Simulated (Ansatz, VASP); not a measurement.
Given: the input of a run of Ansatz 0.2.0 on BP.

input.yaml

```yaml
crystal:
  lattice:
    - [0.0, 2.269, 2.269]
    - [2.269, 0.0, 2.269]
    - [2.269, 2.269, 0.0]
  atoms:
    - { symbol: P, position: [0.75, 0.75, 0.75] }
    - { symbol: B, position: [0.0, 0.0, 0.0] }
kpoints:
  mp_grid: { grid: [10, 10, 10] }
scf:
  occupations: { method: fermi_dirac, width: 0.05 }
hamiltonian:
  xc: pbesol
  dispersion: d3bj
  pseudopotentials: { kind: all_electron, lapw: { basis_error: 0.001 } }
output:
  forces: true
  stress: true
relax:
  f_tol: 0.005
  max_steps: 60
  cell: {}
```

Potentials or basis: all-electron LAPW, scalar-relativistic.

The run is started by

```bash
$ ansatz run input.yaml --threads 1 --pin off --max-ram 3072MiB --backend cpu --events-out ev --progress --plain --runs-dir out
```

Problem. Translate it to VASP 6.6.1. Potentials there: VASP PAW PBE potentials, release 64 (P, B).

Solution. As run (the cutoff follows the program's own potentials):

File INCAR:

```
SYSTEM = BP
PREC = Accurate
ENCUT = 600
EDIFF = 1E-7
ISMEAR = -1
SIGMA = 0.05
LREAL = .False.
LASPH = .True.
NELM = 80
ALGO = Normal
ISIF = 3
LWAVE = .False.
LCHARG = .False.
GGA = PS
IVDW = 12
IBRION = 2
NSW = 80
EDIFFG = -0.005
```

File KPOINTS:

```
regular mesh
0
Gamma
  10 10 10
  0 0 0
```

The input POSCAR:

```
BP
1.0
    0.0000000000      2.2690000000      2.2690000000
    2.2690000000      0.0000000000      2.2690000000
    2.2690000000      2.2690000000      0.0000000000
P B
1 1
Direct
    0.7500000000      0.7500000000      0.7500000000
    0.0000000000      0.0000000000      0.0000000000
```

Potentials or basis: VASP PAW PBE potentials, release 64 (P, B).

Run with:

```sh
$ cat potpaw_PBE.64/P/POTCAR potpaw_PBE.64/B/POTCAR > POTCAR
$ mpirun -np 1 vasp_std > vasp.out
```

Both were run:

|  | VASP | Ansatz | Ansatz less VASP |
| --- | --- | --- | --- |
| relaxed volume (Å³/atom) | 11.31 | 11.30 | -0.012 |
| relaxed cell length with the largest relative difference (Å) | 3.175 | 3.174 | -0.0011 |

VASP's potentials were made for PBE, not for PBEsol. Ansatz ran all-electron here, and VASP with PAW potentials.
